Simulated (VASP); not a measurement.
Set up this calculation in VASP 6.6.1, as the native input.

| Item | Value |
| --- | --- |
| Task | single point |
| Functional | PBE |
| Potentials or basis | VASP PAW PBE potentials, release 64 (Ge_d) |
| Cutoff | 520 eV |
| k mesh | 6 × 6 × 1 |
| Occupations | gaussian, width 0.1 eV |
| Spin | no spin polarisation |
| Dipole correction | yes |
| Further INCAR settings | ALGO = Normal; EDIFF = 1e-06; NBANDS = 36 |

The structure of Ge lies in POSCAR:

```
Ge
1.0
    5.3391057022     -0.0000002641      0.0000000000
   -2.6695526224      4.6238013037      0.0000000000
    0.0000000000      0.0000000000     24.4630834000
Ge
4
Direct
    0.5000000000      0.0000000000      0.2979263766
    0.0000000000      0.5000000000      0.2979263766
    0.5000000000      0.5000000000      0.2979263766
    0.0000000000      0.0000000000      0.3461112474
```

The cell was built from a structure type or drawn by symmetry, and may not be a known phase.

The input as run:

INCAR

```
SYSTEM = Ge
PREC     = Accurate       ! precision mode
ENCUT    = 520            ! plane-wave cutoff, eV
EDIFF    = 1E-6           ! SCF threshold, eV
ISMEAR   = 0              ! smearing method
SIGMA    = 0.1            ! smearing width, eV
LREAL    = .FALSE.        ! projectors in reciprocal space
LASPH    = .TRUE.         ! aspherical terms in the spheres
NELM     = 100            ! most SCF steps
ALGO     = Normal         ! electronic algorithm
ISIF     = 2              ! what is computed and relaxed
LWAVE    = .FALSE.        ! write WAVECAR
LCHARG   = .FALSE.        ! write CHGCAR
LDIPOL   = .TRUE.       
IDIPOL   = 3            
DIPOL    = 0.5 0.5 0.310
GGA      = PE             ! functional
NBANDS   = 36             ! bands
```

KPOINTS

```
Automatic mesh
0
G
  6 6 1
  0 0 0
```

Potentials or basis: VASP PAW PBE potentials, release 64 (Ge_d).

Launch:

```sh
$ cat potpaw_PBE.64/Ge_d/POTCAR > POTCAR
$ mpirun -np 1 vasp_std > vasp.out
```

Results of the run:

```json
{
  "Largest force": "0.016 eV/Å",
  "Band gap on the k mesh": "zero (bands 28 and 29 overlap by 0.92 eV)"
}
```

It took 3.1 min on 1 thread of Intel(R) Xeon(R) 6975P-C (Granite Rapids), on a shared host, peak memory 0.61 GiB.
